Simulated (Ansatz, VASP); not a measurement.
## InAsH5 in VASP and in Ansatz

```xyz
14
Lattice="14.4000 0.0000 0.0000 0.0000 13.1000 0.0000 0.0000 0.0000 13.7000" Properties=species:S:1:pos:R:3 pbc="T T T"
In    6.2077    6.0473    5.1201
In    8.8967    6.6269    8.7555
As    8.2165    5.1434    6.5339
As    5.5768    8.1417    6.8938
H     6.6716    7.0568    3.8042
H     4.7409    5.1649    5.3079
H     7.8103    3.7013    6.7761
H     9.2626    4.8348    5.4786
H     7.2152    7.1030    8.9594
H     9.8850    7.8194    7.9744
H     9.5401    5.4671    9.8589
H     6.5751    9.1903    7.3241
H     4.8814    7.9560    8.2211
H     4.5580    9.0960    6.2870
```

Alike in both runs: functional PBEsol; k mesh 1 × 1 × 1; occupations gaussian, width 0.05 eV; no spin polarisation.

Ansatz relaxed the structure, and its values are those at the end. VASP's run is a single point on that final structure, the one shown.

|  | VASP | Ansatz |
| --- | --- | --- |
| version | VASP 6.6.1 | Ansatz 0.2.0 |
| potentials or method | VASP PAW PBE potentials, release 64 (In_d, As, H), cutoff 520 eV | scalar-relativistic, plane waves, PAW |
| valence electrons in the cell | 46 | 66 |

Ansatz gave:

```
gap on the k mesh at the Fermi level (eV) : 4.20
rms of the force components (eV/Å)        : 0.007
```

Question: Estimate VASP's values.

Answer: gap on the k mesh at the Fermi level (eV): 4.20; rms of the force components (eV/Å): 0.045.

VASP's potentials were made for PBE, not for PBEsol. The functional is the same, so the differences come from potentials, cutoffs and numerics. VASP's potentials hold 46 valence electrons a cell and Ansatz's 66, so a difference there can come from the potentials and not from the codes. Ansatz's warnings: xc potential rough in thin density.
